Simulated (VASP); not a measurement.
# KBr (Pmma) in VASP: a series of runs

Runs on KBr. Level: LDA. Tasks: single point.

Program: VASP 6.6.1. These are calculated values, not measurements. Logs are shortened: lines on timing, memory, paths and dates and some standing lists are left out, and cuts for length are marked.

## (1) The cell of the first run

The structure is orthorhombic, space group Pmma (No. 51). Conventional cell: a = 7.660 Å, b = 3.830 Å, c = 3.830 Å, α = 90.00°, β = 90.00°, γ = 90.00°. Within 4.1 Å of K (site symmetry 2/m) lie 8 Br at 3.08 to 3.59 Å and 6 K at 3.83 Å. Br (site symmetry mm2) has 8 K at 3.08 to 3.59 Å and 6 Br at 3.83 to 3.93 Å within 4.1 Å.

## (2) Single point, LDA (atoms displaced along a vibrational mode)

INCAR

```
SYSTEM = KBr
PREC     = Accurate       ! precision mode
ENCUT    = 520            ! plane-wave cutoff, eV
EDIFF    = 1E-6           ! SCF threshold, eV
ISMEAR   = 0              ! smearing method
SIGMA    = 0.05           ! smearing width, eV
LREAL    = .FALSE.        ! projectors in reciprocal space
LASPH    = .TRUE.         ! aspherical terms in the spheres
NELM     = 80             ! most SCF steps
ALGO     = Normal         ! electronic algorithm
ISIF     = 2              ! what is computed and relaxed
LWAVE    = .FALSE.        ! write WAVECAR
LCHARG   = .FALSE.        ! write CHGCAR
NBANDS   = 24             ! bands
```

KPOINTS

```
regular mesh
0
G
  6 6 4
  0 0 0
```

POSCAR

```
KBr
1.0
    3.8300121826      0.0000000000      0.0000000000
    0.0000000000      3.8300121826      0.0000000000
    0.0000000000      0.0000000000      7.6600243652
K Br
2 2
Direct
    0.0000000000      0.0000000000      0.0000000000
    0.0000000000      0.0000000000      0.5000000000
    0.3836557226      0.5000000000      0.2500000000
    0.6163442774      0.5000000000      0.7500000000
```

Potentials or basis: VASP PAW LDA potentials, release 64 (K_sv, Br).

Launch:

```sh
cat potpaw_LDA.64/K_sv/POTCAR potpaw_LDA.64/Br/POTCAR > POTCAR
mpirun -np 1 vasp_std > vasp.out
```

OUTCAR:

```text
SYSTEM = KBr
   PREC = Accurate
   ENCUT = 520
   EDIFF = 1E-6
   ISMEAR = 0
   LREAL = .FALSE.
   LASPH = .TRUE.
   NELM = 80
   ISIF = 2

 ion  position               nearest neighbor table
   1  0.000  0.000  0.000-   3 3.08   4 3.08   3 3.08   4 3.08
   2  0.000  0.000  0.500-   3 3.08   4 3.08   3 3.08   4 3.08
   3  0.384  0.500  0.250-   1 3.08   2 3.08   1 3.08   2 3.08
   4  0.616  0.500  0.750-   1 3.08   2 3.08   1 3.08   2 3.08

  LATTYP: Found a simple tetragonal cell.
 ALAT       =     3.8300121826
 C/A-ratio  =     2.0000000000

  Lattice vectors:

 A1 = (   3.8300121826,   0.0000000000,   0.0000000000)
 A2 = (   0.0000000000,   3.8300121826,   0.0000000000)
 A3 = (   0.0000000000,   0.0000000000,   7.6600243652)

Analysis of symmetry for initial positions (statically):
=====================================================================
 Subroutine PRICEL returns:
 Original cell was already a primitive cell.

 Routine SETGRP: Setting up the symmetry group for a
 simple tetragonal supercell.

 Subroutine GETGRP returns: Found  8 space group operations
 (whereof  4 operations were pure point group operations)
 out of a pool of 16 trial point group operations.

The static configuration has the point symmetry C_2h.
 The point group associated with its full space group is D_2h.

Analysis of symmetry for dynamics (positions and initial velocities):
=====================================================================
 Subroutine PRICEL returns:
 Original cell was already a primitive cell.

 Routine SETGRP: Setting up the symmetry group for a
 simple tetragonal supercell.

 Subroutine GETGRP returns: Found  8 space group operations
 (whereof  4 operations were pure point group operations)
 out of a pool of 16 trial point group operations.

The dynamic configuration has the point symmetry C_2h.
 The point group associated with its full space group is D_2h.

 Subroutine INISYM returns: Found  8 space group operations
 (whereof  4 operations are pure point group operations),
 and found     1 'primitive' translations

----------------------------------------------------------------------------------------

                                     Primitive cell

  volume of cell :     112.3648

  direct lattice vectors                    reciprocal lattice vectors
     3.830012183  0.000000000  0.000000000     0.261095775  0.000000000  0.000000000
     0.000000000  3.830012183  0.000000000     0.000000000  0.261095775  0.000000000
     0.000000000  0.000000000  7.660024365     0.000000000  0.000000000  0.130547888

  length of vectors
     3.830012183  3.830012183  7.660024365     0.261095775  0.261095775  0.130547888

  position of ions in fractional coordinates (direct lattice)
     0.000000000  0.000000000  0.000000000
     0.000000000  0.000000000  0.500000000
     0.383655723  0.500000000  0.250000000
     0.616344277  0.500000000  0.750000000

  ion indices of the primitive-cell ions
   primitive index   ion index
                 1           1
                 2           2
                 3           3
                 4           4

----------------------------------------------------------------------------------------

 KPOINTS: regular mesh

Automatic generation of k-mesh.
 Grid dimensions read from file:
 generate k-points for:    6    6    4

 Generating k-lattice:

  Cartesian coordinates                     Fractional coordinates (reciprocal lattice)
     0.043515963  0.000000000  0.000000000     0.166666667  0.000000000  0.000000000
     0.000000000  0.043515963  0.000000000     0.000000000  0.166666667  0.000000000
     0.000000000  0.000000000  0.032636972     0.000000000  0.000000000  0.250000000

  Length of vectors
     0.043515963  0.043515963  0.032636972

  Shift w.r.t. Gamma in fractional coordinates (k-lattice)
     0.000000000  0.000000000  0.000000000

 Subroutine IBZKPT returns following result:
 ===========================================

 Found     48 irreducible k-points:

 Following reciprocal coordinates:
            Coordinates               Weight
  0.000000  0.000000  0.000000      1.000000
  0.166667  0.000000  0.000000      2.000000
  0.000000  0.166667  0.000000      2.000000
  0.333333  0.000000  0.000000      2.000000
  0.000000  0.333333  0.000000      2.000000
  0.500000  0.000000  0.000000      1.000000
[... 16 lines left out ...]
  0.000000  0.500000  0.250000      2.000000
  0.166667  0.166667  0.250000      8.000000
 [... further k-points ...]
   k-points           NKPTS =     48   k-points in BZ     NKDIM =     48   number of bands    NBANDS=     24
   number of dos      NEDOS =    301   number of ions     NIONS =      4
   total plane-waves  NPLWV =  47040
   dimension x,y,z NGX =    28 NGY =   28 NGZ =   60
   dimension x,y,z NGXF=    56 NGYF=   56 NGZF=  120
   ions per type =               2   2
   NGX,Y,Z   is equivalent  to a cutoff of  12.15, 12.15, 13.02 a.u.
[... 23 lines left out ...]
   NUPDOWN=      -1.0000    fix difference up-down
   EMIN   =  10.00;   EMAX   =-10.00  energy-range for DOS
   EFERMI =   0.00;   METHOD = LEGACY
   ISMEAR =     0;   SIGMA  =   0.05  broadening in eV -4-tet -1-fermi 0-gaus
   EFERMI_NEDOS =   21; number of points for ismear=-14 and -15
   IALGO  =     38    algorithm
   IMIX   =      4    mixing-type and parameters
     AMIX     =   0.40;   BMIX     =  1.00
     AMIX_MAG =   1.60;   BMIX_MAG =  1.00
  volume/ion in A,a.u.               =      28.09       189.57
  Fermi-wavevector in a.u.,A,eV,Ry     =   1.077080  2.035386 15.784140  1.160102
  Thomas-Fermi vector in A             =   2.212982
   LORBIT       =      0    0 simple, 1 ext, 2 COOP (PROOUT), +10 PAW based schemes
   GGA     = CA    functional components
   LHFCALC =     F    Hartree Fock is set to
   AEXX    =    0.0000 exact exchange contribution
   IVDW    =     0    specifies the selected vdW correction
   LEPSILON=     F    determine dielectric tensor
   LRPA    =     F    only Hartree local field effects (RPA)
 non-spin polarized calculation
 Gauss-broadening in eV      SIGMA  =   0.05
  energy-cutoff  :      520.00
  volume of cell :      112.36
 maximum number of plane-waves:      3056
   NGX = 15   NGY = 15   NGZ = 29

 number of electron      32.0000005 magnetization

 Free energy of the ion-electron system (eV)
  ---------------------------------------------------
  ext. energy  EPLUGINS =         0.00000000
  ---------------------------------------------------
  free energy    TOTEN  =       -13.34281040 eV

  energy without entropy =      -13.34281040  energy(sigma->0) =      -13.34281040

 E-fermi :   0.2628     XC(G=0):  -8.9777

 val. band max:       -0.0557439241   @ k =   0.0000   0.5000   0.2500
 cond. band min:       3.9788065148   @ k =   0.0000   0.0000   0.0000
 fundamental gap:      4.0345504390
 Fermi energy:         0.2628269084

 k-point     1 :       0.0000    0.0000    0.0000
  band No.  band energies     occupation
      1     -28.0518      2.00000
      2     -28.0270      2.00000
      3     -13.5385      2.00000
      4     -13.2320      2.00000
      5     -11.7433      2.00000
      6     -11.7162      2.00000
[... 16 lines left out ...]
     23       8.6316      0.00000
     24       9.4623      0.00000

 k-point     2 :       0.1667    0.0000    0.0000
  band No.  band energies     occupation
      1     -28.0461      2.00000
      2     -28.0217      2.00000
      3     -13.5014      2.00000
      4     -13.1970      2.00000
      5     -11.7678      2.00000
      6     -11.7625      2.00000
[... 16 lines left out ...]
     23       8.9687      0.00000
     24       9.0359      0.00000

 k-point     3 :       0.0000    0.1667    0.0000
  band No.  band energies     occupation
      1     -28.0456      2.00000
      2     -28.0215      2.00000
      3     -13.4210      2.00000
      4     -13.2977      2.00000
      5     -11.7464      2.00000
      6     -11.7399      2.00000
[... 16 lines left out ...]
     23       8.9188      0.00000
     24       9.2289      0.00000
[... 514 lines left out ...]
 k-point    23 :       0.0000    0.5000    0.2500
  band No.  band energies     occupation
      1     -28.0238      2.00000
      2     -28.0083      2.00000
      3     -13.4237      2.00000
      4     -13.0275      2.00000
      5     -11.9471      2.00000
      6     -11.8612      2.00000
[... 16 lines left out ...]
     23       9.0396      0.00000
     24       9.3661      0.00000

 k-point    24 :       0.1667    0.1667    0.2500
  band No.  band energies     occupation
      1     -28.0366      2.00000
      2     -28.0198      2.00000
      3     -13.3714      2.00000
      4     -13.2462      2.00000
      5     -11.8054      2.00000
      6     -11.7706      2.00000
[... 16 lines left out ...]
     23       8.6659      0.00000
     24       8.8705      0.00000

 [... further k-points ...]

------------------------ aborting loop because EDIFF is reached ----------------------------------------

  FORCE on cell =-STRESS in cart. coord.  units (eV):
  Direction    XX          YY          ZZ          XY          YZ          ZX
  --------------------------------------------------------------------------------------
  -------------------------------------------------------------------------------------
  Total        0.8390527      1.5679584      1.2038866      0.0000000      0.0000000      0.0000000
  in kB       11.9638057     22.3570587     17.1658648      0.0000000      0.0000000      0.0000000
  external PRESSURE =      17.1622431 kB  Pullay stress =       0.0000000 kB

 VOLUME and BASIS-vectors are now :
 -----------------------------------------------------------------------------
  energy-cutoff  :      520.00
  volume of cell :      112.36
      direct lattice vectors                 reciprocal lattice vectors
     3.830012183  0.000000000  0.000000000     0.261095775  0.000000000  0.000000000
     0.000000000  3.830012183  0.000000000     0.000000000  0.261095775  0.000000000
     0.000000000  0.000000000  7.660024365     0.000000000  0.000000000  0.130547888

 POSITION                                       TOTAL-FORCE (eV/Angst)
 -----------------------------------------------------------------------------------
      0.00000      0.00000      0.00000         0.000000     -0.000000      0.000000
      0.00000      0.00000      3.83001         0.000000     -0.000000      0.000000
      1.46941      1.91501      1.91501         0.492023     -0.000000     -0.000000
      2.36061      1.91501      5.74502        -0.492023      0.000000      0.000000
 -----------------------------------------------------------------------------------
    total drift:                               -0.000000      0.000000      0.000000

  FREE ENERGIE OF THE ION-ELECTRON SYSTEM (eV)
  ---------------------------------------------------
  free  energy   TOTEN  =       -13.3428104008 eV

  energy  without entropy=      -13.3428104008  energy(sigma->0) =      -13.34281040
```

Run time: 35 s. Hardware: 1 thread of Intel Xeon 6975P-C (Granite Rapids), shared host; peak memory 0.24 GiB.

Results:

```yaml
Free_energy: -13.3428 eV
Pressure: 1.7 GPa
Largest_force: 0.492 eV/Å
Band_gap_on_the_k_mesh: 4.03 eV (least direct gap 4.23 eV)
```

Forces on the atoms (eV/Å):
```
K    0.000  0.000  0.000
K    0.000  0.000  0.000
Br   0.492  0.000  0.000
Br  -0.492  0.000  0.000
```

Stress tensor (GPa, compression positive):
```
1.20 0.00 0.00
0.00 2.24 0.00
0.00 0.00 1.72
```

Levels at points of the mesh, in eV from the valence-band top:
| k point | band 13 | band 14 | band 15 | band 16 | band 17 | band 18 | band 19 | band 20 |
| --- | --- | --- | --- | --- | --- | --- | --- | --- |
| (0.00, 0.00, 0.00) | -0.43 | -0.41 | -0.31 | -0.20 | 4.03 | 5.26 | 5.81 | 6.65 |
| (0.50, 0.00, 0.00) | -1.55 | -0.69 | -0.41 | -0.02 | 5.38 | 6.23 | 6.89 | 7.01 |
| (0.00, 0.50, 0.00) | -1.61 | -0.60 | -0.21 | -0.03 | 5.04 | 6.27 | 6.52 | 6.81 |
| (0.50, 0.50, 0.00) | -1.83 | -1.65 | -1.63 | -0.19 | 4.94 | 6.44 | 7.11 | 7.38 |
| (0.00, 0.00, 0.50) | -0.38 | -0.38 | -0.31 | -0.31 | 5.33 | 5.33 | 6.05 | 6.05 |
| (0.50, 0.00, 0.50) | -1.03 | -1.03 | -0.23 | -0.23 | 5.85 | 5.85 | 6.79 | 6.79 |
| (0.00, 0.50, 0.50) | -1.21 | -1.21 | -0.05 | -0.05 | 5.96 | 5.96 | 6.72 | 6.72 |
| (0.50, 0.50, 0.50) | -1.81 | -1.81 | -1.07 | -1.07 | 5.84 | 5.84 | 6.97 | 6.97 |

Caveat: the cell differs from its parent crystal (atoms displaced along a vibrational mode).

## (3) Single point, LDA (atoms displaced along a vibrational mode)

INCAR

```
  PREC = Accurate
  ENCUT = 520
  EDIFF = 1E-6
  ISMEAR = 0
  SIGMA = 0.05
  LREAL = F
  LASPH = T
  NELM = 100
  ALGO = Normal
  ISIF = 2
  LWAVE = F
  LCHARG = F
  NBANDS = 24
```

KPOINTS

```
regular mesh
0
Gamma
  6 6 4
```

Edit POSCAR of step 2 so:

```diff
@@ -10,3 +10,3 @@
     0.0000000000      0.0000000000      0.5000000000
-    0.3836557226      0.5000000000      0.2500000000
-    0.6163442774      0.5000000000      0.7500000000
+    0.4418278613      0.5000000000      0.2500000000
+    0.5581721387      0.5000000000      0.7500000000
```

Potentials or basis: VASP PAW LDA potentials, release 64 (K_sv, Br).

Launch:

```sh
cat potpaw_LDA.64/K_sv/POTCAR potpaw_LDA.64/Br/POTCAR > POTCAR
mpirun -np 1 vasp_std > vasp.out
```

Wall time 36 s (1 thread of Intel Xeon 6975P-C (Granite Rapids), shared host); peak memory 0.24 GiB.

It converged, with:

| Property | Result |
| --- | --- |
| Free energy | -13.5027 eV |
| Pressure | 0.5 GPa |
| Largest force | 0.231 eV/Å |
| Band gap on the k mesh | 4.04 eV (least direct gap 4.32 eV) |

Forces in eV/Å, atoms in the order of the input:
```
K    0.000  0.000  0.000
K    0.000  0.000  0.000
Br   0.231  0.000  0.000
Br  -0.231  0.000  0.000
```

Stress tensor (GPa, compression positive):
```
0.40 0.00 0.00
0.00 0.62 0.00
0.00 0.00 0.46
```

Levels at points of the mesh, in eV from the valence-band top:
```tsv
k point	band 14	band 15	band 16	band 17	band 18	band 19
(0.00, 0.00, 0.00)	-0.34	-0.31	-0.28	4.04	5.31	5.45
(0.50, 0.00, 0.00)	-0.44	-0.36	0.00	5.03	6.32	6.86
(0.00, 0.50, 0.00)	-0.41	-0.30	0.00	4.93	6.33	6.77
(0.50, 0.50, 0.00)	-1.72	-1.72	-0.05	4.91	6.38	7.37
(0.00, 0.00, 0.50)	-0.34	-0.32	-0.32	5.36	5.36	5.90
(0.50, 0.00, 0.50)	-1.10	-0.19	-0.19	5.95	5.95	6.74
(0.00, 0.50, 0.50)	-1.16	-0.13	-0.13	5.99	5.99	6.72
(0.50, 0.50, 0.50)	-1.83	-1.09	-1.09	5.91	5.91	7.35
```

Caveat: the cell differs from its parent crystal (atoms displaced along a vibrational mode).

## (4) Single point, LDA (atoms displaced along a vibrational mode, the cell strained)

INCAR

```
PREC = Accurate
ENCUT = 520
EDIFF = 1E-7
ISMEAR = 0
SIGMA = 0.05
LREAL = False
LASPH = True
NELM = 80
ALGO = Normal
ISIF = 2
LWAVE = False
LCHARG = True
LELF = True
LVHAR = True
NBANDS = 24
```

KPOINTS is that of step 3.

POSCAR

```
KBr
1.0
    3.8618012837      0.0000000000      0.0000000000
    0.0000000000      3.8618012837      0.0000000000
    0.0000000000      0.0000000000      7.7236025674
K Br
2 2
Direct
    0.0000000000      0.0000000000      0.0000000000
    0.0000000000      0.0000000000      0.5000000000
    0.4127417919      0.5000000000      0.2500000000
    0.5872582081      0.5000000000      0.7500000000
```

Launch:

```sh
cat potpaw_LDA.64/K_sv/POTCAR potpaw_LDA.64/Br/POTCAR > POTCAR
mpirun -np 1 vasp_std > vasp.out
```

Run time: 54 s. Hardware: 1 thread of Intel Xeon 6975P-C (Granite Rapids), shared host; peak memory 0.26 GiB.

Results (log left out):

- Free energy: -13.4495 eV
- Pressure: 0.4 GPa
- Largest force: 0.308 eV/Å
- Band gap on the k mesh: 3.96 eV (least direct gap 4.19 eV)

Forces on the atoms (eV/Å):
```
K    0.000  0.000  0.000
K    0.000  0.000  0.000
Br   0.308  0.000  0.000
Br  -0.308  0.000  0.000
```

Stress tensor (GPa, compression positive):
```
0.18 0.00 0.00
0.00 0.59 0.00
0.00 0.00 0.29
```

Levels at points of the mesh, in eV from the valence-band top:
```csv
k point,band 13,band 14,band 15,band 16,band 17,band 18,band 19,band 20
"(0.00, 0.00, 0.00)",-0.36,-0.36,-0.29,-0.23,3.96,5.35,5.66,6.64
"(0.50, 0.00, 0.00)",-1.58,-0.52,-0.35,0.00,5.20,6.29,6.83,6.89
"(0.00, 0.50, 0.00)",-1.61,-0.46,-0.23,0.00,4.99,6.30,6.69,6.72
"(0.50, 0.50, 0.00)",-1.79,-1.63,-1.62,-0.10,4.95,6.40,7.21,7.56
"(0.00, 0.00, 0.50)",-0.33,-0.33,-0.29,-0.29,5.26,5.26,6.01,6.01
"(0.50, 0.00, 0.50)",-1.02,-1.02,-0.18,-0.18,5.91,5.91,6.72,6.72
"(0.00, 0.50, 0.50)",-1.13,-1.13,-0.08,-0.08,5.98,5.98,6.69,6.69
"(0.50, 0.50, 0.50)",-1.75,-1.75,-1.03,-1.03,5.87,5.87,7.14,7.14
```

Caveat: the cell differs from its parent crystal (atoms displaced along a vibrational mode, the cell strained).

## (5) Single point, LDA (atoms displaced along a vibrational mode, the cell strained)

INCAR

```
PREC = Accurate
ENCUT = 520
EDIFF = 1E-6
ISMEAR = 0
SIGMA = 0.05
LREAL = F
LASPH = T
NELM = 100
ALGO = Normal
ISIF = 2
LWAVE = F
LCHARG = F
NBANDS = 24
```

KPOINTS is that of step 4.

Edit POSCAR of step 4 so:

```diff
@@ -10,3 +10,3 @@
     0.0000000000      0.0000000000      0.5000000000
-    0.4127417919      0.5000000000      0.2500000000
-    0.5872582081      0.5000000000      0.7500000000
+    0.3545696532      0.5000000000      0.2500000000
+    0.6454303468      0.5000000000      0.7500000000
```

Launch:

```sh
cat potpaw_LDA.64/K_sv/POTCAR potpaw_LDA.64/Br/POTCAR > POTCAR
mpirun -np 1 vasp_std > vasp.out
```

Run time: 50 s. Hardware: 1 thread of Intel Xeon 6975P-C (Granite Rapids), shared host; peak memory 0.26 GiB.

The run converged. Its results:

| Property | Result |
| --- | --- |
| Free energy | -13.2569 eV |
| Pressure | 1.8 GPa |
| Largest force | 0.553 eV/Å |
| Band gap on the k mesh | 3.94 eV (least direct gap 4.09 eV) |

Forces on the atoms (eV/Å):
```
K    0.000  0.000  0.000
K    0.000  0.000  0.000
Br   0.553  0.000  0.000
Br  -0.553  0.000  0.000
```

Stress tensor (GPa, compression positive):
```
1.08 0.00 0.00
0.00 2.52 0.00
0.00 0.00 1.88
```

Levels at points of the mesh, in eV from the valence-band top:
```tsv
k point	band 12	band 13	band 14	band 15	band 16	band 17	band 18	band 19	band 20	band 21
(0.00, 0.00, 0.00)	-0.50	-0.44	-0.44	-0.30	-0.15	3.94	5.28	6.09	6.50	6.54
(0.50, 0.00, 0.00)	-1.76	-1.41	-0.82	-0.44	-0.04	5.61	6.18	6.90	6.99	7.93
(0.00, 0.50, 0.00)	-1.59	-1.51	-0.68	-0.15	-0.04	5.12	6.25	6.38	6.71	7.45
(0.50, 0.50, 0.00)	-1.88	-1.71	-1.56	-1.53	-0.27	4.97	6.47	6.90	7.15	7.77
(0.00, 0.00, 0.50)	-1.57	-0.40	-0.40	-0.29	-0.29	5.21	5.21	6.19	6.19	6.65
(0.50, 0.00, 0.50)	-2.16	-0.97	-0.97	-0.25	-0.25	5.79	5.79	6.77	6.77	8.38
(0.00, 0.50, 0.50)	-2.05	-1.19	-1.19	-0.02	-0.02	5.93	5.93	6.72	6.72	8.33
(0.50, 0.50, 0.50)	-1.75	-1.73	-1.73	-1.02	-1.02	5.79	5.79	6.78	6.78	7.83
```

Caveat: the cell differs from its parent crystal (atoms displaced along a vibrational mode, the cell strained). A k mesh can miss the band edges.

## (6) Overview

```csv
cell,gap on the mesh (eV),pressure (GPa),largest force (eV/Å)
"a = 3.830, b = 3.830, c = 7.660 Å, 4 atoms, atomic positions A",4.03,1.7,0.49
"a = 3.830, b = 3.830, c = 7.660 Å, 4 atoms, atomic positions B",4.04,0.5,0.23
"a = 3.862, b = 3.862, c = 7.724 Å, 4 atoms, atomic positions C",3.96,0.4,0.31
"a = 3.862, b = 3.862, c = 7.724 Å, 4 atoms, atomic positions D",3.94,1.8,0.55
```

Alike in all rows: task single point; level LDA; potentials or basis VASP PAW LDA potentials, release 64 (K_sv, Br); no spin polarisation; k mesh 6 × 6 × 4; cutoff (eV) 520; smearing gaussian 0.05 eV.

Total energies depend on the potentials used, so only differences within one code and one set of settings carry meaning.
